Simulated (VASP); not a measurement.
# Zn5O (P6/mmm) in VASP: single point with PBE

Aim: the single point of Zn5O with PBE.

All numbers are computed with VASP 6.6.1; they aren't measurements. Logs are shortened: lines on timing, memory, paths and dates and some standing lists are left out, and cuts for length are marked.

## Step 1: The cell of the first run

Symmetry: P6/mmm, No. 191, hexagonal system. Conventional cell: a = 5.000 Å, b = 5.000 Å, c = 4.416 Å, α = 90.00°, β = 90.00°, γ = 120.00°. Within 3.4 Å of Zn (site symmetry mmm) lie 8 Zn at 2.50 to 2.64 Å and 4 O at 3.34 Å. Zn (site symmetry -6m2) has 9 Zn at 2.64 to 2.89 Å and 3 O at 2.89 Å within 3.5 Å. Within 3.8 Å of O (site symmetry 6/mmm) lie 18 Zn at 2.89 to 3.34 Å.

The cell was built from a structure type or drawn by symmetry, and may not be a known phase.

## Step 2: Single point, PBE, collinear spin, ferromagnetic start

INCAR

```
SYSTEM = Zn5O
PREC = Accurate ; ENCUT = 520
EDIFF = 1E-6 ; ISMEAR = 0
SIGMA = 0.1 ; LREAL = .FALSE.
LASPH = .TRUE. ; NELM = 150
ALGO = Normal ; ISIF = 2
LWAVE = .FALSE. ; LCHARG = .TRUE.
ISPIN = 2 ; MAGMOM = 0 0 0 0 0 1
LORBIT = 11 ; GGA = PE
LELF = .TRUE. ; LVHAR = .TRUE.
NBANDS = 46
```

KPOINTS

```
Automatic mesh
0
G
  6 6 4
  0 0 0
```

POSCAR

```
Zn5O
1.0
    5.0001694867      0.0000000000      0.0000000000
   -2.5000847434      4.3302737987      0.0000000000
    0.0000000000      0.0000000000      4.4162065079
Zn O
5 1
Direct
    0.5000000000      0.0000000000      0.5000000000
    0.5000000000      0.5000000000      0.5000000000
    0.0000000000      0.5000000000      0.5000000000
    0.3333333333      0.6666666667      0.0000000000
    0.6666666667      0.3333333333      0.0000000000
    0.0000000000      0.0000000000      0.0000000000
```

Potentials or basis: VASP PAW PBE potentials, release 64 (Zn, O).

The run is started by

```console
> cat potpaw_PBE.64/Zn/POTCAR potpaw_PBE.64/O/POTCAR > POTCAR
> mpirun -np 1 vasp_std > vasp.out
```

OUTCAR:

```text
SYSTEM = Zn5O
   PREC = Accurate
   ENCUT = 520
   EDIFF = 1E-6
   ISMEAR = 0
   LREAL = .FALSE.
   LASPH = .TRUE.
   NELM = 150
   ISIF = 2
   ISPIN = 2
   LORBIT = 11
   GGA = PE

 ion  position               nearest neighbor table
   1  0.500  0.000  0.500-   3 2.50   3 2.50   2 2.50   2 2.50   4 2.64   5 2.64   4 2.64   5 2.64

   2  0.500  0.500  0.500-   3 2.50   3 2.50   1 2.50   1 2.50   4 2.64   5 2.64   4 2.64   5 2.64

   3  0.000  0.500  0.500-   1 2.50   1 2.50   2 2.50   2 2.50   4 2.64   5 2.64   4 2.64   5 2.64

   4  0.333  0.667  0.000-   3 2.64   3 2.64   1 2.64   1 2.64   2 2.64   2 2.64   5 2.89   5 2.89
                             5 2.89
   5  0.667  0.333  0.000-   3 2.64   3 2.64   1 2.64   1 2.64   2 2.64   2 2.64   4 2.89   4 2.89
                             4 2.89
   6  0.000  0.000  0.000-

  LATTYP: Found a hexagonal cell.
 ALAT       =     5.0001694867
 C/A-ratio  =     0.8832113631

  Lattice vectors:

 A1 = (   5.0001694867,   0.0000000000,   0.0000000000)
 A2 = (  -2.5000847434,   4.3302737987,   0.0000000000)
 A3 = (   0.0000000000,   0.0000000000,   4.4162065079)

Analysis of symmetry for initial positions (statically):
=====================================================================
 Subroutine PRICEL returns:
 Original cell was already a primitive cell.

 Routine SETGRP: Setting up the symmetry group for a
 hexagonal supercell.

 Subroutine GETGRP returns: Found 24 space group operations
 (whereof 24 operations were pure point group operations)
 out of a pool of 24 trial point group operations.

The static configuration has the point symmetry D_6h.

Analysis of symmetry for dynamics (positions and initial velocities):
=====================================================================
 Subroutine PRICEL returns:
 Original cell was already a primitive cell.

 Routine SETGRP: Setting up the symmetry group for a
 hexagonal supercell.

 Subroutine GETGRP returns: Found 24 space group operations
 (whereof 24 operations were pure point group operations)
 out of a pool of 24 trial point group operations.

The dynamic configuration has the point symmetry D_6h.

Analysis of structural, dynamic, and magnetic symmetry:
=====================================================================
 Subroutine PRICEL returns:
 Original cell was already a primitive cell.

 Routine SETGRP: Setting up the symmetry group for a
 hexagonal supercell.

 Subroutine GETGRP returns: Found 24 space group operations
 (whereof 24 operations were pure point group operations)
[... 142 lines left out ...]
 NGX is ok and might be reduce to    40
   NGX = 19   NGY = 19   NGZ = 17

 number of electron      65.9999992 magnetization      -0.0064692

 number of electron      65.9999992 magnetization       0.0010479

 Free energy of the ion-electron system (eV)
  ---------------------------------------------------
  ext. energy  EPLUGINS =         0.00000000
  ---------------------------------------------------
  free energy    TOTEN  =        -8.61391196 eV

  energy without entropy =       -8.57578581  energy(sigma->0) =       -8.59484888

 E-fermi :   1.7899     XC(G=0): -10.7252

 val. band max:        1.7662573395   @ k =   0.1667   0.0000   0.2500
 cond. band min:       1.8092398287   @ k =   0.3333   0.0000   0.2500
 fundamental gap:      0.0429824892
 Fermi energy:         1.7899129079

 spin component 1

 k-point     1 :       0.0000    0.0000    0.0000
  band No.  band energies     occupation
      1     -14.1432      1.00000
      2      -8.1330      1.00000
      3      -6.6627      1.00000
      4      -6.6627      1.00000
      5      -6.6535      1.00000
      6      -6.4887      1.00000
[... 997 lines left out ...]
     44      13.0354      0.00000
     45      13.1314      0.00000
 Fermi energy:         1.7899129079

 spin component 2

 k-point     1 :       0.0000    0.0000    0.0000
  band No.  band energies     occupation
      1     -14.1422      1.00000
      2      -8.1329      1.00000
      3      -6.6627      1.00000
      4      -6.6627      1.00000
      5      -6.6535      1.00000
      6      -6.4886      1.00000
[... 997 lines left out ...]
     44      13.0355      0.00000
     45      13.1315      0.00000
 [bands above 45 left out]

------------------------ aborting loop because EDIFF is reached ----------------------------------------

  FORCE on cell =-STRESS in cart. coord.  units (eV):
  Direction    XX          YY          ZZ          XY          YZ          ZX
  --------------------------------------------------------------------------------------
  -------------------------------------------------------------------------------------
  Total       -0.2740083     -0.2740083     -0.1088846      0.0000000     -0.0000000     -0.0000000
  in kB       -4.5911851     -4.5911851     -1.8244321      0.0000000     -0.0000000     -0.0000000
  external PRESSURE =      -3.6689341 kB  Pullay stress =       0.0000000 kB

 VOLUME and BASIS-vectors are now :
 -----------------------------------------------------------------------------
  energy-cutoff  :      520.00
  volume of cell :       95.62
      direct lattice vectors                 reciprocal lattice vectors
     5.000169487  0.000000000  0.000000000     0.199993221  0.115466140  0.000000000
    -2.500084743  4.330273799  0.000000000     0.000000000  0.230932280  0.000000000
     0.000000000  0.000000000  4.416206508     0.000000000  0.000000000  0.226438686

 POSITION                                       TOTAL-FORCE (eV/Angst)
 -----------------------------------------------------------------------------------
      2.50008      0.00000      2.20810        -0.000000      0.000000      0.000000
      1.25004      2.16514      2.20810        -0.000000      0.000000      0.000000
     -1.25004      2.16514      2.20810        -0.000000      0.000000      0.000000
     -0.00000      2.88685      0.00000         0.000000      0.000000      0.000000
      2.50008      1.44342      0.00000        -0.000000      0.000000      0.000000
      0.00000      0.00000      0.00000        -0.000000      0.000000      0.000000
 -----------------------------------------------------------------------------------
    total drift:                               -0.000000     -0.000000     -0.000000

  FREE ENERGIE OF THE ION-ELECTRON SYSTEM (eV)
  ---------------------------------------------------
  free  energy   TOTEN  =        -8.6139119594 eV

  energy  without entropy=       -8.5757858056  energy(sigma->0) =       -8.59484888

 total charge

# of ion       s       p       d       tot
------------------------------------------
    1        0.634   0.446   9.728  10.808
    2        0.634   0.446   9.728  10.808
    3        0.634   0.446   9.728  10.808
    4        0.599   0.375   9.729  10.703
    5        0.599   0.375   9.729  10.703
    6        1.605   3.122   0.000   4.727
--------------------------------------------------
tot          4.705   5.211  48.642  58.558

 magnetization (x)

# of ion       s       p       d       tot
------------------------------------------
    1        0.000   0.000   0.000   0.000
    2        0.000   0.000   0.000   0.000
    3        0.000   0.000   0.000   0.000
    4        0.000   0.000   0.000   0.000
    5        0.000   0.000   0.000   0.000
    6        0.000   0.001   0.000   0.001
--------------------------------------------------
tot          0.000   0.001   0.000   0.002
```

OSZICAR:

```text
N       E                     dE             d eps       ncg     rms          rms(c)
DAV:   1     0.498350242393E+03    0.49835E+03   -0.30141E+04  3878   0.213E+03
DAV:   2     0.451096325916E+02   -0.45324E+03   -0.42616E+03  3864   0.443E+02
DAV:   3    -0.110798253543E+02   -0.56189E+02   -0.53836E+02  4146   0.142E+02
DAV:   4    -0.129963899010E+02   -0.19166E+01   -0.19074E+01  4284   0.270E+01
[... 11 lines left out ...]
DAV:  16    -0.861413007583E+01    0.16734E-02   -0.16492E-03  4506   0.151E-01    0.162E-01
DAV:  17    -0.861394262645E+01    0.18745E-03   -0.33003E-04  4348   0.956E-02    0.584E-02
DAV:  18    -0.861391176747E+01    0.30859E-04   -0.62596E-05  4370   0.351E-02    0.140E-02
DAV:  19    -0.861391195938E+01   -0.19191E-06   -0.66822E-06  3482   0.157E-02
   1 F= -.86139120E+01 E0= -.85948489E+01  d E =-.381262E-01  mag=    -0.0012
```

stdout:

```text
POSCAR found type information on POSCAR ZnO
 POSCAR found :  2 types and       6 ions
 scaLAPACK will be used
 LDA part: xc-table for (Slater+PW92), standard interpolation
 POSCAR, INCAR and KPOINTS ok, starting setup
 FFT: planning ... GRIDC
 FFT: planning ... GRID_SOFT
 FFT: planning ... GRID
 WAVECAR not read
 entering main loop
```

It took 4.4 min on 1 thread of AMD EPYC 7R13 (Zen 3), shared host; peak memory 0.3 GiB.

Results:

* Free energy: -8.6139 eV
* Pressure: -0.4 GPa
* Band gap on the k mesh: zero (filled and empty bands overlap)
* Net moment: 0.00 μB per cell
* Valence electrons inside the program's atomic spheres: Zn 10.81, 10.70 (each value once); O 4.73
